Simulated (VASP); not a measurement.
# PtSe2 (P-3m1) in VASP: single point with r2SCAN

Aim: the single point of PtSe2 with r2SCAN.

Everything below comes from runs of VASP 6.6.1. Logs are shortened: lines on timing, memory, paths and dates and some standing lists are left out, and cuts for length are marked.

### Step 1. The cell of the first run

The structure is trigonal, space group P-3m1 (No. 164). The conventional cell has a = 3.580 Å, b = 3.580 Å, c = 5.816 Å, α = 90.00°, β = 90.00°, γ = 120.00°. Within 3.3 Å of Pt (site symmetry -3m) lie 6 Se at 2.49 Å. Within 3.3 Å of Se (site symmetry 3m) lie 3 Pt at 2.49 Å.

### Step 2. Single point, r2SCAN (epitaxial xy strain -4.0%)

File POSCAR:

```
PtSe2
1.0
    3.5795043541      0.0000000000      0.0000000000
   -1.7897521770      3.0999417036      0.0000000000
    0.0000000000      0.0000000000      5.8164888559
Pt Se
1 2
Direct
    0.0000000000      0.0000000000      0.0000000000
    0.3333333333      0.6666666667      0.2379399976
    0.6666666667      0.3333333333      0.7620600024
```

File INCAR.step1:

```
SYSTEM = PtSe2
PREC     = Accurate       ! precision mode
ENCUT    = 520            ! plane-wave cutoff, eV
ISMEAR   = 0              ! smearing method
SIGMA    = 0.01           ! smearing width, eV
LREAL    = .False.        ! projectors in reciprocal space
LASPH    = .True.         ! aspherical terms in the spheres
NELM     = 60             ! most SCF steps
NBANDS   = 18             ! bands
GGA      = PE             ! functional
ALGO     = Normal         ! electronic algorithm
EDIFF    = 1E-4           ! SCF threshold, eV
LWAVE    = .True.         ! write WAVECAR
LCHARG   = .False.        ! write CHGCAR
```

File INCAR.step2:

```
SYSTEM = PtSe2
PREC     = Accurate       ! precision mode
ENCUT    = 520            ! plane-wave cutoff, eV
EDIFF    = 1E-6           ! SCF threshold, eV
ISMEAR   = 0              ! smearing method
SIGMA    = 0.01           ! smearing width, eV
LREAL    = .False.        ! projectors in reciprocal space
LASPH    = .True.         ! aspherical terms in the spheres
NELM     = 60             ! most SCF steps
ALGO     = Normal         ! electronic algorithm
ISIF     = 2              ! what is computed and relaxed
LWAVE    = .False.        ! write WAVECAR
LCHARG   = .True.         ! write CHGCAR
METAGGA  = R2SCAN         ! meta-GGA
LMIXTAU  = .True.       
LELF     = .True.         ! ELF
LVHAR    = .True.       
NBANDS   = 18             ! bands
ISTART   = 1
```

File KPOINTS:

```
Automatic mesh
0
Gamma
  12 12 6
  0 0 0
```

Potentials or basis: VASP PAW PBE potentials, release 64 (Pt, Se).

Started as:

```
$ cat potpaw_PBE.64/Pt/POTCAR potpaw_PBE.64/Se/POTCAR > POTCAR
$ cp INCAR.step1 INCAR
$ mpirun -np 1 vasp_std > vasp.out
$ cp INCAR.step2 INCAR
$ mpirun -np 1 vasp_std > vasp.out
```

OUTCAR:

```text
SYSTEM = PtSe2
   PREC = Accurate
   ENCUT = 520
   EDIFF = 1E-6
   ISMEAR = 0
   LREAL = .False.
   LASPH = .True.
   NELM = 60
   ISIF = 2
   METAGGA = R2SCAN
   ISTART = 1

 ion  position               nearest neighbor table
   1  0.000  0.000  0.000-   2 2.49   3 2.49   2 2.49   3 2.49   3 2.49   2 2.49
   2  0.333  0.667  0.238-   1 2.49   1 2.49   1 2.49
   3  0.667  0.333  0.762-   1 2.49   1 2.49   1 2.49

  LATTYP: Found a hexagonal cell.
 ALAT       =     3.5795043541
 C/A-ratio  =     1.6249425285

  Lattice vectors:

 A1 = (   3.5795043541,   0.0000000000,   0.0000000000)
 A2 = (  -1.7897521770,   3.0999417036,   0.0000000000)
 A3 = (   0.0000000000,   0.0000000000,   5.8164888559)

Analysis of symmetry for initial positions (statically):
=====================================================================
 Subroutine PRICEL returns:
 Original cell was already a primitive cell.

 Routine SETGRP: Setting up the symmetry group for a
 hexagonal supercell.

 Subroutine GETGRP returns: Found 12 space group operations
 (whereof 12 operations were pure point group operations)
 out of a pool of 24 trial point group operations.

The static configuration has the point symmetry D_3d.

Analysis of symmetry for dynamics (positions and initial velocities):
=====================================================================
 Subroutine PRICEL returns:
 Original cell was already a primitive cell.

 Routine SETGRP: Setting up the symmetry group for a
 hexagonal supercell.

 Subroutine GETGRP returns: Found 12 space group operations
 (whereof 12 operations were pure point group operations)
 out of a pool of 24 trial point group operations.

The dynamic configuration has the point symmetry D_3d.

 Subroutine INISYM returns: Found 12 space group operations
 (whereof 12 operations are pure point group operations),
 and found     1 'primitive' translations

----------------------------------------------------------------------------------------

                                     Primitive cell

  volume of cell :      64.5412

  direct lattice vectors                    reciprocal lattice vectors
     3.579504354  0.000000000  0.000000000     0.279368287  0.161293356  0.000000000
    -1.789752177  3.099941704  0.000000000     0.000000000  0.322586711  0.000000000
     0.000000000  0.000000000  5.816488856     0.000000000  0.000000000  0.171925026

  length of vectors
     3.579504354  3.579504354  5.816488856     0.322586711  0.322586711  0.171925026

  position of ions in fractional coordinates (direct lattice)
     0.000000000  0.000000000  0.000000000
     0.333333333  0.666666667  0.237939998
     0.666666667  0.333333333  0.762060002

  ion indices of the primitive-cell ions
   primitive index   ion index
                 1           1
                 2           2
                 3           3

----------------------------------------------------------------------------------------

 KPOINTS: Automatic mesh

Automatic generation of k-mesh.
 Grid dimensions read from file:
 generate k-points for:   12   12    6

 Generating k-lattice:

  Cartesian coordinates                     Fractional coordinates (reciprocal lattice)
     0.023280691  0.013441113  0.000000000     0.083333333  0.000000000  0.000000000
     0.000000000  0.026882226  0.000000000     0.000000000  0.083333333  0.000000000
     0.000000000  0.000000000  0.028654171     0.000000000  0.000000000  0.166666667

  Length of vectors
     0.026882226  0.026882226  0.028654171

  Shift w.r.t. Gamma in fractional coordinates (k-lattice)
     0.000000000  0.000000000  0.000000000

 Subroutine IBZKPT returns following result:
 ===========================================

 Found    100 irreducible k-points:

 Following reciprocal coordinates:
            Coordinates               Weight
  0.000000  0.000000  0.000000      1.000000
  0.083333  0.000000  0.000000      6.000000
  0.166667  0.000000  0.000000      6.000000
  0.250000  0.000000  0.000000      6.000000
  0.333333  0.000000  0.000000      6.000000
  0.416667  0.000000  0.000000      6.000000
[... 16 lines left out ...]
  0.166667  0.000000  0.166667      6.000000
  0.000000  0.166667  0.166667      6.000000
 [... further k-points ...]
   k-points           NKPTS =    100   k-points in BZ     NKDIM =    100   number of bands    NBANDS=     18
   number of dos      NEDOS =    301   number of ions     NIONS =      3
   total plane-waves  NPLWV =  37632
   dimension x,y,z NGX =    28 NGY =   28 NGZ =   48
   dimension x,y,z NGXF=    56 NGYF=   56 NGZF=   96
   ions per type =               1   2
   NGX,Y,Z   is equivalent  to a cutoff of  13.00, 13.00, 13.72 a.u.
   NGXF,Y,Z  is equivalent  to a cutoff of  26.01, 26.01, 27.44 a.u.
 SYSTEM =  PtSe2
   PREC   = accura    normal or accurate (medium, high low for compatibility)
   ISTART =      1    job   : 0-new  1-cont  2-samecut
   ICHARG =      0    charge: 1-file 2-atom 10-const
   ISPIN  =      1    spin polarized calculation?
   LNONCOLLINEAR =      F non collinear calculations
   LSORBIT =      F    spin-orbit coupling
   LASPH  =      T    aspherical Exc in radial PAW
   ENCUT  =  520.0 eV  38.22 Ry    6.18 a.u.   6.66  6.66 10.81*2*pi/ulx,y,z
   NELM   =     60;   NELMIN=  2; NELMDL=  0     # of ELM steps
   EDIFF  = 0.1E-05   stopping-criterion for ELM
   LREAL  =      F    real-space projection
   EDIFFG = 0.1E-04   stopping-criterion for IOM
   NSW    =      0    number of steps for IOM
   IBRION =     -1    ionic relax: 0-MD 1-quasi-New 2-CG
   NFREE  =      0    steps in history (QN), initial steepest desc. (CG)
   ISIF   =      2    stress and relaxation
   ISYM   =      2    0-nonsym 1-usesym 2-fastsym
   POTIM  = 0.5000    time-step for ionic-motion
   TEBEG  =    0.0;   TEEND  =   0.0 temperature during run
   PSTRESS=    0.0 pullay stress
   NELECT =      22.0000    total number of electrons
   NUPDOWN=      -1.0000    fix difference up-down
   EMIN   =  10.00;   EMAX   =-10.00  energy-range for DOS
   EFERMI =   0.00;   METHOD = LEGACY
   ISMEAR =     0;   SIGMA  =   0.01  broadening in eV -4-tet -1-fermi 0-gaus
   EFERMI_NEDOS =   21; number of points for ismear=-14 and -15
   IALGO  =     38    algorithm
   IMIX   =      4    mixing-type and parameters
     AMIX     =   0.40;   BMIX     =  1.00
     AMIX_MAG =   1.60;   BMIX_MAG =  1.00
  volume/ion in A,a.u.               =      21.51       145.18
  Fermi-wavevector in a.u.,A,eV,Ry     =   1.143589  2.161070 17.793641  1.307796
  Thomas-Fermi vector in A             =   2.280284
   LORBIT       =      0    0 simple, 1 ext, 2 COOP (PROOUT), +10 PAW based schemes
   METAGGA = R2SCAN    functional components
   LHFCALC =     F    Hartree Fock is set to
   AEXX    =    0.0000 exact exchange contribution
   IVDW    =     0    specifies the selected vdW correction
   LEPSILON=     F    determine dielectric tensor
   LRPA    =     F    only Hartree local field effects (RPA)
 non-spin polarized calculation
 Gauss-broadening in eV      SIGMA  =   0.01
  energy-cutoff  :      520.00
  volume of cell :       64.54
 maximum number of plane-waves:      1762
 NGX is ok and might be reduce to    28
   NGX = 13   NGY = 13   NGZ = 21

 number of electron      21.9999998 magnetization

 Free energy of the ion-electron system (eV)
  ---------------------------------------------------
  ext. energy  EPLUGINS =         0.00000000
  ---------------------------------------------------
  free energy    TOTEN  =       -81.37257915 eV

  energy without entropy =      -81.37257915  energy(sigma->0) =      -81.37257915

 E-fermi :   5.1344     XC(G=0): -10.8292

 val. band max:        5.0825391079   @ k =   0.0000   0.1667   0.1667
 cond. band min:       5.7584504047   @ k =   0.0000   0.2500   0.3333
 fundamental gap:      0.6759112968
 Fermi energy:         5.1343509445

 k-point     1 :       0.0000    0.0000    0.0000
  band No.  band energies     occupation
      1     -10.4428      2.00000
      2      -8.3012      2.00000
      3      -1.7709      2.00000
      4      -0.7865      2.00000
      5      -0.7865      2.00000
      6       1.3858      2.00000
[... 10 lines left out ...]
     17      13.9657      0.00000
     18      17.1681      0.00000

 k-point     2 :       0.0833    0.0000    0.0000
  band No.  band energies     occupation
      1     -10.3541      2.00000
      2      -8.3040      2.00000
      3      -1.6682      2.00000
      4      -0.7960      2.00000
      5      -0.7380      2.00000
      6       1.2787      2.00000
[... 10 lines left out ...]
     17      14.2769      0.00000
     18      16.7152      0.00000

 k-point     3 :       0.1667    0.0000    0.0000
  band No.  band energies     occupation
      1     -10.0984      2.00000
      2      -8.3133      2.00000
      3      -1.3795      2.00000
      4      -0.7869      2.00000
      5      -0.6144      2.00000
      6       0.8729      2.00000
[... 10 lines left out ...]
     17      14.9918      0.00000
     18      15.2474      0.00000

 k-point     4 :       0.2500    0.0000    0.0000
  band No.  band energies     occupation
      1      -9.7090      2.00000
      2      -8.3301      2.00000
      3      -1.0545      2.00000
      4      -0.6057      2.00000
      5      -0.4842      2.00000
      6       0.1167      2.00000
[... 10 lines left out ...]
     17      14.8860      0.00000
     18      15.1858      0.00000

 k-point     5 :       0.3333    0.0000    0.0000
  band No.  band energies     occupation
      1      -9.2533      2.00000
      2      -8.3547      2.00000
      3      -1.2222      2.00000
      4      -0.4261      2.00000
      5      -0.3896      2.00000
      6      -0.0644      2.00000
[... 10 lines left out ...]
     17      14.6697      0.00000
     18      15.9021      0.00000

 k-point     6 :       0.4167    0.0000    0.0000
  band No.  band energies     occupation
      1      -8.8477      2.00000
      2      -8.3891      2.00000
      3      -1.8369      2.00000
      4      -0.4342      2.00000
      5      -0.2170      2.00000
      6       0.5001      2.00000
[... 307 lines left out ...]
 k-point    21 :       0.0833    0.0000    0.1667
  band No.  band energies     occupation
      1     -10.3015      2.00000
      2      -8.4143      2.00000
      3      -1.4642      2.00000
      4      -0.7986      2.00000
      5      -0.7297      2.00000
      6       1.2796      2.00000
[... 10 lines left out ...]
     17      14.1013      0.00000
     18      15.9954      0.00000

 k-point    22 :       0.0000    0.0833    0.1667
  band No.  band energies     occupation
      1     -10.3022      2.00000
      2      -8.4124      2.00000
      3      -1.4770      2.00000
      4      -0.7796      2.00000
      5      -0.7403      2.00000
      6       1.2706      2.00000
[... 10 lines left out ...]
     17      14.3884      0.00000
     18      15.9665      0.00000

 k-point    23 :       0.1667    0.0000    0.1667
  band No.  band energies     occupation
      1     -10.0445      2.00000
      2      -8.4144      2.00000
      3      -1.2065      2.00000
      4      -0.8045      2.00000
      5      -0.6021      2.00000
      6       0.8916      2.00000
[... 10 lines left out ...]
     17      14.7252      0.00000
     18      15.2607      0.00000

 k-point    24 :       0.0000    0.1667    0.1667
  band No.  band energies     occupation
      1     -10.0508      2.00000
      2      -8.4002      2.00000
      3      -1.3308      2.00000
      4      -0.6844      2.00000
      5      -0.6243      2.00000
      6       0.8332      2.00000
[... 10 lines left out ...]
     17      14.6832      0.00000
     18      15.2702      0.00000

 [... further k-points ...]

------------------------ aborting loop because EDIFF is reached ----------------------------------------

  FORCE on cell =-STRESS in cart. coord.  units (eV):
  Direction    XX          YY          ZZ          XY          YZ          ZX
  --------------------------------------------------------------------------------------
  -------------------------------------------------------------------------------------
  Total        3.2726961      3.2726961      0.5458067      0.0000000      0.0000000      0.0000000
  in kB       81.2416893     81.2416893     13.5491532      0.0000000      0.0000000      0.0000000
  external PRESSURE =      58.6775106 kB  Pullay stress =       0.0000000 kB

 VOLUME and BASIS-vectors are now :
 -----------------------------------------------------------------------------
  energy-cutoff  :      520.00
  volume of cell :       64.54
      direct lattice vectors                 reciprocal lattice vectors
     3.579504354  0.000000000  0.000000000     0.279368287  0.161293356  0.000000000
    -1.789752177  3.099941704  0.000000000     0.000000000  0.322586711  0.000000000
     0.000000000  0.000000000  5.816488856     0.000000000  0.000000000  0.171925026

 POSITION                                       TOTAL-FORCE (eV/Angst)
 -----------------------------------------------------------------------------------
      0.00000      0.00000      0.00000         0.000000      0.000000      0.000000
     -0.00000      2.06663      1.38398        -0.000000      0.000000     -0.011431
      1.78975      1.03331      4.43251         0.000000     -0.000000      0.011431
 -----------------------------------------------------------------------------------
    total drift:                               -0.000000     -0.000000      0.000000

  FREE ENERGIE OF THE ION-ELECTRON SYSTEM (eV)
  ---------------------------------------------------
  free  energy   TOTEN  =       -81.3725791531 eV

  energy  without entropy=      -81.3725791531  energy(sigma->0) =      -81.37257915
```

Wall time 3.2 min (1 thread of Intel Xeon 6975P-C (Granite Rapids), shared host); peak memory 0.27 GiB.

Results:

* Free energy: -81.3726 eV
* Pressure: 5.9 GPa
* Largest force: 0.011 eV/Å
* Band gap on the k mesh: 0.68 eV (least direct gap 0.93 eV)

Forces in eV/Å, atoms in the order of the input:
```
Pt   0.000  0.000  0.000
Se   0.000  0.000 -0.011
Se   0.000  0.000  0.011
```

Stress tensor (GPa, compression positive):
```
8.12 0.00 0.00
0.00 8.12 0.00
0.00 0.00 1.35
```

Levels at points of the mesh, in eV from the valence-band top:
```tsv
k point	band 7	band 8	band 9	band 10	band 11	band 12	band 13	band 14	band 15	band 16
(0.00, 0.00, 0.00)	-3.70	-2.51	-0.27	-0.27	-0.01	2.57	2.57	5.40	5.55	8.88
(0.50, 0.00, 0.00)	-3.05	-3.05	-2.96	-2.44	-2.36	1.65	2.71	5.41	6.49	8.01
(0.00, 0.00, 0.50)	-3.70	-2.59	-1.61	-0.44	-0.44	2.90	2.90	5.95	7.38	8.69
(0.50, 0.00, 0.50)	-3.33	-2.96	-2.56	-2.07	-1.63	2.07	2.56	4.56	5.62	7.24
```

Caveat: the cell differs from its parent crystal (epitaxial xy strain -4.0%); the stress differs along the axes, from 1 to 8 GPa; the PAW data sets were made with another functional, which shifts forces and pressure a little; spin-orbit coupling is left out, which moves the levels of the heavy elements.
